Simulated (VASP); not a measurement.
# Mg3Se (P4/mmm) in VASP: a series of runs

Mg3Se is run at these levels: PBE; tasks: single point, relaxation of cell and atoms.

Program: VASP 6.6.1. These are calculated values, not measurements. Logs are shortened: lines on timing, memory, paths and dates and some standing lists are left out, and cuts for length are marked.

### 1 The cell of the first run

The structure is tetragonal, space group P4/mmm (No. 123). The conventional cell has a = 4.965 Å, b = 4.965 Å, c = 4.287 Å, α = 90.00°, β = 90.00°, γ = 90.00°. Mg (site symmetry mmm) has 10 Mg at 3.28 to 4.29 Å and 4 Se at 3.28 Å within 4.3 Å. Mg (site symmetry 4/mmm) has 10 Mg at 3.28 to 4.29 Å and 4 Se at 3.51 Å within 4.3 Å. Within 4.3 Å of Se (site symmetry 4/mmm) lie 12 Mg at 3.28 to 3.51 Å and 2 Se at 4.29 Å.

### 2 Single point, PBE

File INCAR:

```
SYSTEM = Mg3Se
ALGO     = Normal         ! electronic algorithm
EDIFF    = 1E-6           ! SCF threshold, eV
ENCUT    = 520            ! plane-wave cutoff, eV
GGA      = PE             ! functional
ISIF     = 2              ! what is computed and relaxed
ISMEAR   = 0              ! smearing method
LASPH    = .True.         ! aspherical terms in the spheres
LCHARG   = .True.         ! write CHGCAR
LELF     = .True.         ! ELF
LREAL    = .False.        ! projectors in reciprocal space
LVHAR    = .True.       
LWAVE    = .False.        ! write WAVECAR
NBANDS   = 14             ! bands
NELM     = 60             ! most SCF steps
PREC     = Accurate       ! precision mode
SIGMA    = 0.1            ! smearing width, eV
```

File KPOINTS:

```
k-points
0
Gamma
  4 4 4
  0 0 0
```

File POSCAR:

```
Mg3Se
1.0
    4.9646018600      0.0000000000      0.0000000000
    0.0000000000      4.9646018600      0.0000000000
    0.0000000000      0.0000000000      4.2871664400
Mg Se
3 1
Direct
    0.0000000000      0.5000000000      0.0000000000
    0.5000000000      0.0000000000      0.0000000000
    0.5000000000      0.5000000000      0.5000000000
    0.0000000000      0.0000000000      0.5000000000
```

Potentials or basis: VASP PAW PBE potentials, release 64 (Mg, Se).

Started as:

```
$ cat potpaw_PBE.64/Mg/POTCAR potpaw_PBE.64/Se/POTCAR > POTCAR
$ mpirun -np 1 vasp_std > vasp.out
```

OUTCAR:

```text
SYSTEM = Mg3Se
   EDIFF = 1E-6
   ENCUT = 520
   GGA = PE
   ISIF = 2
   ISMEAR = 0
   LASPH = .True.
   LREAL = .False.
   NELM = 60
   PREC = Accurate

 ion  position               nearest neighbor table
   1  0.000  0.500  0.000-   3 3.28   3 3.28   3 3.28   3 3.28   2 3.51   2 3.51   2 3.51   2 3.51

   2  0.500  0.000  0.000-   3 3.28   3 3.28   3 3.28   3 3.28   1 3.51   1 3.51   1 3.51   1 3.51

   3  0.500  0.500  0.500-   1 3.28   2 3.28   1 3.28   2 3.28   2 3.28   2 3.28   1 3.28   1 3.28

   4  0.000  0.000  0.500-

  LATTYP: Found a simple tetragonal cell.
 ALAT       =     4.9646018600
 C/A-ratio  =     0.8635468787

  Lattice vectors:

 A1 = (   4.9646018600,   0.0000000000,   0.0000000000)
 A2 = (   0.0000000000,   4.9646018600,   0.0000000000)
 A3 = (   0.0000000000,   0.0000000000,   4.2871664400)

Analysis of symmetry for initial positions (statically):
=====================================================================
 Subroutine PRICEL returns:
 Original cell was already a primitive cell.

 Routine SETGRP: Setting up the symmetry group for a
 simple tetragonal supercell.

 Subroutine GETGRP returns: Found 16 space group operations
 (whereof 16 operations were pure point group operations)
 out of a pool of 16 trial point group operations.

The static configuration has the point symmetry D_4h.

Analysis of symmetry for dynamics (positions and initial velocities):
=====================================================================
 Subroutine PRICEL returns:
 Original cell was already a primitive cell.

 Routine SETGRP: Setting up the symmetry group for a
 simple tetragonal supercell.

 Subroutine GETGRP returns: Found 16 space group operations
 (whereof 16 operations were pure point group operations)
 out of a pool of 16 trial point group operations.

The dynamic configuration has the point symmetry D_4h.

 Subroutine INISYM returns: Found 16 space group operations
 (whereof 16 operations are pure point group operations),
 and found     1 'primitive' translations

----------------------------------------------------------------------------------------

                                     Primitive cell

  volume of cell :     105.6670

  direct lattice vectors                    reciprocal lattice vectors
     4.964601860  0.000000000  0.000000000     0.201426021  0.000000000  0.000000000
     0.000000000  4.964601860  0.000000000     0.000000000  0.201426021  0.000000000
     0.000000000  0.000000000  4.287166440     0.000000000  0.000000000  0.233254298

  length of vectors
     4.964601860  4.964601860  4.287166440     0.201426021  0.201426021  0.233254298

  position of ions in fractional coordinates (direct lattice)
     0.000000000  0.500000000  0.000000000
     0.500000000  0.000000000  0.000000000
     0.500000000  0.500000000  0.500000000
     0.000000000  0.000000000  0.500000000

  ion indices of the primitive-cell ions
   primitive index   ion index
                 1           1
                 2           2
                 3           3
                 4           4

----------------------------------------------------------------------------------------

 KPOINTS: k-points

Automatic generation of k-mesh.
 Grid dimensions read from file:
 generate k-points for:    4    4    4

 Generating k-lattice:

  Cartesian coordinates                     Fractional coordinates (reciprocal lattice)
     0.050356505  0.000000000  0.000000000     0.250000000  0.000000000  0.000000000
     0.000000000  0.050356505  0.000000000     0.000000000  0.250000000  0.000000000
     0.000000000  0.000000000  0.058313575     0.000000000  0.000000000  0.250000000

  Length of vectors
     0.050356505  0.050356505  0.058313575

  Shift w.r.t. Gamma in fractional coordinates (k-lattice)
     0.000000000  0.000000000  0.000000000

 Subroutine IBZKPT returns following result:
 ===========================================

 Found     18 irreducible k-points:

 Following reciprocal coordinates:
            Coordinates               Weight
  0.000000  0.000000  0.000000      1.000000
  0.250000  0.000000  0.000000      4.000000
  0.500000  0.000000  0.000000      2.000000
  0.250000  0.250000  0.000000      4.000000
  0.500000  0.250000  0.000000      4.000000
  0.500000  0.500000  0.000000      1.000000
[... 10 lines left out ...]
  0.500000  0.250000  0.500000      4.000000
  0.500000  0.500000  0.500000      1.000000
   k-points           NKPTS =     18   k-points in BZ     NKDIM =     18   number of bands    NBANDS=     14
   number of dos      NEDOS =    301   number of ions     NIONS =      4
   total plane-waves  NPLWV =  51200
   dimension x,y,z NGX =    40 NGY =   40 NGZ =   32
   dimension x,y,z NGXF=    80 NGYF=   80 NGZF=   64
   ions per type =               3   1
   NGX,Y,Z   is equivalent  to a cutoff of  13.39, 13.39, 12.41 a.u.
   NGXF,Y,Z  is equivalent  to a cutoff of  26.79, 26.79, 24.82 a.u.
 SYSTEM =  Mg3Se
   PREC   = accura    normal or accurate (medium, high low for compatibility)
   ISTART =      0    job   : 0-new  1-cont  2-samecut
   ICHARG =      2    charge: 1-file 2-atom 10-const
   ISPIN  =      1    spin polarized calculation?
   LNONCOLLINEAR =      F non collinear calculations
   LSORBIT =      F    spin-orbit coupling
   LASPH  =      T    aspherical Exc in radial PAW
   ENCUT  =  520.0 eV  38.22 Ry    6.18 a.u.   9.23  9.23  7.97*2*pi/ulx,y,z
   NELM   =     60;   NELMIN=  2; NELMDL= -5     # of ELM steps
   EDIFF  = 0.1E-05   stopping-criterion for ELM
   LREAL  =      F    real-space projection
   EDIFFG = 0.1E-04   stopping-criterion for IOM
   NSW    =      0    number of steps for IOM
   IBRION =     -1    ionic relax: 0-MD 1-quasi-New 2-CG
   NFREE  =      0    steps in history (QN), initial steepest desc. (CG)
   ISIF   =      2    stress and relaxation
   ISYM   =      2    0-nonsym 1-usesym 2-fastsym
   POTIM  = 0.5000    time-step for ionic-motion
   TEBEG  =    0.0;   TEEND  =   0.0 temperature during run
   PSTRESS=    0.0 pullay stress
   NELECT =      12.0000    total number of electrons
   NUPDOWN=      -1.0000    fix difference up-down
   EMIN   =  10.00;   EMAX   =-10.00  energy-range for DOS
   EFERMI =   0.00;   METHOD = LEGACY
   ISMEAR =     0;   SIGMA  =   0.10  broadening in eV -4-tet -1-fermi 0-gaus
   EFERMI_NEDOS =   21; number of points for ismear=-14 and -15
   IALGO  =     38    algorithm
   IMIX   =      4    mixing-type and parameters
     AMIX     =   0.40;   BMIX     =  1.00
     AMIX_MAG =   1.60;   BMIX_MAG =  1.00
  volume/ion in A,a.u.               =      26.42       178.27
  Fermi-wavevector in a.u.,A,eV,Ry     =   0.792785  1.498147  8.551375  0.628508
  Thomas-Fermi vector in A             =   1.898592
   LORBIT       =      0    0 simple, 1 ext, 2 COOP (PROOUT), +10 PAW based schemes
   GGA     = PE    functional components
   LHFCALC =     F    Hartree Fock is set to
   AEXX    =    0.0000 exact exchange contribution
   IVDW    =     0    specifies the selected vdW correction
   LEPSILON=     F    determine dielectric tensor
   LRPA    =     F    only Hartree local field effects (RPA)
 non-spin polarized calculation
 Gauss-broadening in eV      SIGMA  =   0.10
  energy-cutoff  :      520.00
  volume of cell :      105.67
 maximum number of plane-waves:      2872
 NGX is ok and might be reduce to    40
   NGX = 19   NGY = 19   NGZ = 15

 number of electron      11.9999999 magnetization

 Free energy of the ion-electron system (eV)
  ---------------------------------------------------
  ext. energy  EPLUGINS =         0.00000000
  ---------------------------------------------------
  free energy    TOTEN  =        -8.55860932 eV

  energy without entropy =       -8.54256003  energy(sigma->0) =       -8.55058468

 E-fermi :   2.5753     XC(G=0):  -8.3441

 val. band max:        2.5102100466   @ k =   0.5000   0.5000   0.2500
 cond. band min:       2.5913494459   @ k =   0.2500   0.0000   0.0000
 fundamental gap:      0.0811393993
 Fermi energy:         2.5752902652

 k-point     1 :       0.0000    0.0000    0.0000
  band No.  band energies     occupation
      1     -10.4724      2.00000
      2      -2.0894      2.00000
      3      -0.7253      2.00000
      4      -0.7253      2.00000
      5       0.1555      2.00000
      6       2.4308      1.95896
      7       4.0893      0.00000
      8       4.6564      0.00000
      9       4.6564      0.00000
     10       5.7754      0.00000
     11       6.6542      0.00000
     12       7.3720      0.00000
     13       8.8271      0.00000
     14       8.8271      0.00000

 k-point     2 :       0.2500    0.0000    0.0000
  band No.  band energies     occupation
      1     -10.4299      2.00000
      2      -2.6801      2.00000
      3      -0.5803      2.00000
      4      -0.3108      2.00000
      5       0.2500      2.00000
      6       2.5913      0.82034
      7       3.7966      0.00000
      8       3.8188      0.00000
      9       5.0945      0.00000
     10       5.3260      0.00000
     11       7.2377      0.00000
     12       7.6191      0.00000
     13       7.9752      0.00000
     14       8.3641      0.00000
[... 241 lines left out ...]
      1     -10.1768      2.00000
      2      -1.8007      2.00000
      3      -1.5754      2.00000
      4      -0.7454      2.00000
      5      -0.0605      2.00000
      6       2.0869      2.00000
      7       2.1251      2.00000
      8       2.8753      0.00002
      9       4.2298      0.00000
     10       5.7637      0.00000
     11       6.7904      0.00000
     12       8.6135      0.00000
     13       9.1354      0.00000
     14      10.0047      0.00000

 k-point    18 :       0.5000    0.5000    0.5000
  band No.  band energies     occupation
      1     -10.1506      2.00000
      2      -1.4924      2.00000
      3      -1.2423      2.00000
      4      -1.2423      2.00000
      5       0.9138      2.00000
      6       1.1725      2.00000
      7       1.1904      2.00000
      8       1.1904      2.00000
      9       6.0293      0.00000
     10       6.0293      0.00000
     11       7.7211      0.00000
     12       9.0816      0.00000
     13      11.4110      0.00000
     14      11.6725      0.00000

------------------------ aborting loop because EDIFF is reached ----------------------------------------

  FORCE on cell =-STRESS in cart. coord.  units (eV):
  Direction    XX          YY          ZZ          XY          YZ          ZX
  --------------------------------------------------------------------------------------
  -------------------------------------------------------------------------------------
  Total       -3.8268999     -3.8268999     -2.4698389      0.0000000      0.0000000     -0.0000000
  in kB      -58.0254466    -58.0254466    -37.4489820      0.0000000      0.0000000     -0.0000000
  external PRESSURE =     -51.1666251 kB  Pullay stress =       0.0000000 kB

 VOLUME and BASIS-vectors are now :
 -----------------------------------------------------------------------------
  energy-cutoff  :      520.00
  volume of cell :      105.67
      direct lattice vectors                 reciprocal lattice vectors
     4.964601860  0.000000000  0.000000000     0.201426021  0.000000000  0.000000000
     0.000000000  4.964601860  0.000000000     0.000000000  0.201426021  0.000000000
     0.000000000  0.000000000  4.287166440     0.000000000  0.000000000  0.233254298

 POSITION                                       TOTAL-FORCE (eV/Angst)
 -----------------------------------------------------------------------------------
      0.00000      2.48230      0.00000         0.000000      0.000000      0.000000
      2.48230      0.00000      0.00000         0.000000      0.000000      0.000000
      2.48230      2.48230      2.14358         0.000000      0.000000      0.000000
      0.00000      0.00000      2.14358         0.000000      0.000000      0.000000
 -----------------------------------------------------------------------------------
    total drift:                               -0.000000     -0.000000      0.000000

  FREE ENERGIE OF THE ION-ELECTRON SYSTEM (eV)
  ---------------------------------------------------
  free  energy   TOTEN  =        -8.5586093244 eV

  energy  without entropy=       -8.5425600316  energy(sigma->0) =       -8.55058468
```

Run time: 26 s. Hardware: 1 thread of Intel Xeon Platinum 8488C (Sapphire Rapids), shared host; peak memory 0.22 GiB.

Results:

```
Free energy            : -8.5586 eV
Pressure               : -5.1 GPa
Band gap on the k mesh : zero (band 6 reaches 3.67 eV, above the bottom of band 7 at 1.19 eV)
```

Caveat: the k points lie up to 0.37 Å⁻¹ apart.

### 3 Relaxation of cell and atoms, PBE

File INCAR:

```
ALGO = Normal
EDIFF = 1E-6
EDIFFG = -0.04
ENCUT = 600
GGA = PE
IBRION = 2
ISIF = 3
ISMEAR = 0
LASPH = True
LCHARG = False
LREAL = False
LWAVE = False
NELM = 100
NSW = 90
PREC = Accurate
SIGMA = 0.1
```

File KPOINTS:

```
k-points
0
Gamma
  4 4 4
```

POSCAR is that of step 2.

Potentials or basis: VASP PAW PBE potentials, release 64 (Mg, Se).

Started as:

```
$ cat potpaw_PBE.64/Mg/POTCAR potpaw_PBE.64/Se/POTCAR > POTCAR
$ mpirun -np 1 vasp_std > vasp.out
```

OUTCAR:

```text
EDIFF = 1E-6
   EDIFFG = -0.04
   ENCUT = 600
   GGA = PE
   IBRION = 2
   ISIF = 3
   ISMEAR = 0
   LASPH = True
   LREAL = False
   NELM = 100
   NSW = 90
   PREC = Accurate

 ion  position               nearest neighbor table
   1  0.000  0.500  0.000-   3 3.28   3 3.28   3 3.28   3 3.28   2 3.51   2 3.51   2 3.51   2 3.51

   2  0.500  0.000  0.000-   3 3.28   3 3.28   3 3.28   3 3.28   1 3.51   1 3.51   1 3.51   1 3.51

   3  0.500  0.500  0.500-   1 3.28   2 3.28   1 3.28   2 3.28   2 3.28   2 3.28   1 3.28   1 3.28

   4  0.000  0.000  0.500-

  LATTYP: Found a simple tetragonal cell.
 ALAT       =     4.9646018600
 C/A-ratio  =     0.8635468787

  Lattice vectors:

 A1 = (   4.9646018600,   0.0000000000,   0.0000000000)
 A2 = (   0.0000000000,   4.9646018600,   0.0000000000)
 A3 = (   0.0000000000,   0.0000000000,   4.2871664400)
[... 285 lines left out ...]

[... ionic steps 4 to 9 ...]

--------------------------------------- Ionic step       10  -------------------------------------------

 number of electron      12.0000000 magnetization

------------------------ aborting loop because EDIFF is reached ----------------------------------------
[... 71 lines left out ...]
--------------------------------------- Ionic step       12  -------------------------------------------

 number of electron      11.9999999 magnetization

 Free energy of the ion-electron system (eV)
  ---------------------------------------------------
  ext. energy  EPLUGINS =         0.00000000
  ---------------------------------------------------
  free energy    TOTEN  =        -8.95960909 eV

  energy without entropy =       -8.94747275  energy(sigma->0) =       -8.95354092

 E-fermi :   4.0161     XC(G=0):  -8.9554

 val. band max:        3.9762859260   @ k =   0.2500   0.2500   0.5000
 cond. band min:       4.1283241840   @ k =   0.2500   0.2500   0.2500
 fundamental gap:      0.1520382580
 Fermi energy:         4.0160517678

 k-point     1 :       0.0000    0.0000    0.0000
  band No.  band energies     occupation
      1     -10.0244      2.00000
      2      -1.0740      2.00000
      3       0.0936      2.00000
      4       0.1333      2.00000
      5       0.1333      2.00000
      6       4.2512      0.00088
      7       4.3144      0.00002
      8       6.6526      0.00000
      9       6.6904      0.00000
     10       6.6904      0.00000
[... 250 lines left out ...]
  FREE ENERGIE OF THE ION-ELECTRON SYSTEM (eV)
  ---------------------------------------------------
  free  energy   TOTEN  =        -8.9596090930 eV

  energy  without entropy=       -8.9474727493  energy(sigma->0) =       -8.95354092

 reached required accuracy - stopping structural energy minimisation
```

OSZICAR:

```text
N       E                     dE             d eps       ncg     rms          rms(c)
DAV:   1     0.317089733736E+02    0.31709E+02   -0.44215E+03   360   0.101E+03
DAV:   2    -0.586250788834E+01   -0.37571E+02   -0.36319E+02   492   0.116E+02
DAV:   3    -0.889031329751E+01   -0.30278E+01   -0.29587E+01   424   0.349E+01
[... 100 lines left out ...]
DAV:   2    -0.895977586881E+01    0.64675E-02   -0.22235E-02   402   0.758E-01    0.111E-01
DAV:   3    -0.895966177144E+01    0.11410E-03   -0.26737E-03   376   0.322E-01    0.537E-02
DAV:   4    -0.895961415615E+01    0.47615E-04   -0.14710E-04   378   0.729E-02    0.196E-02
DAV:   5    -0.895960910963E+01    0.50465E-05   -0.18260E-05   368   0.308E-02    0.842E-03
DAV:   6    -0.895960909304E+01    0.16590E-07   -0.27639E-06   316   0.949E-03
  12 F= -.89596091E+01 E0= -.89535409E+01  d E =-.159745E-02
```

Wall time 3 min (1 thread of Intel Xeon Platinum 8488C (Sapphire Rapids), shared host); peak memory 0.26 GiB.

Results:

```yaml
Free_energy: -8.9596 eV
Relaxed_volume: 22.09 Å³/atom
Relaxed_cell: a = 4.445 Å, b = 4.445 Å, c = 4.472 Å, α = 90.00°, β = 90.00°, γ = 90.00°
Space_group_after_relaxing_to_0.05_Å: Pm-3m (No. 221)
Energy_gained_by_relaxing: 100.2 meV/atom
Ionic_steps: 12
Pressure_after_relaxing: 0.0 GPa
Band_gap_on_the_k_mesh: zero (band 6 reaches 4.27 eV, above the bottom of band 7 at 2.18 eV)
```

Step by step:
| step | energy change (eV) | largest force (eV/Å) | pressure (GPa) | volume (Å³) |
| --- | --- | --- | --- | --- |
| 1 | 0.0000 | 0.0000 | -5.11 | 105.67 |
| 2 | -0.3080 | 0.0000 | -2.10 | 93.28 |
| 3 | -0.3508 | 0.0000 | -0.08 | 88.20 |
| 4 | -0.3514 | 0.0000 | 0.23 | 87.53 |
| 5 | -0.3644 | 0.0000 | 0.21 | 87.55 |
| 6 | -0.3899 | 0.0000 | 0.31 | 87.52 |
| 7 | -0.3940 | 0.0000 | 0.56 | 87.03 |
| 8 | -0.3981 | 0.0000 | 0.53 | 87.22 |
| 9 | -0.3962 | 0.0000 | 0.40 | 87.46 |
| 10 | -0.3994 | 0.0000 | 0.51 | 87.31 |
| 11 | -0.3989 | 0.0000 | -0.53 | 89.54 |
| 12 | -0.4010 | 0.0000 | 0.02 | 88.35 |

Final structure:
```
Mg Se
1.0
     4.44479    0.00000    0.00000
     0.00000    4.44479    0.00000
     0.00000    0.00000    4.47203
Mg Se
3 1
Direct
  0.00000 0.50000 0.00000
  0.50000 0.00000 0.00000
  0.50000 0.50000 0.50000
  0.00000 0.00000 0.50000
```

Caveat: the k points lie up to 0.35 Å⁻¹ apart in the final cell; the volume moved by over 15 % at a fixed basis, so the end points are rough.
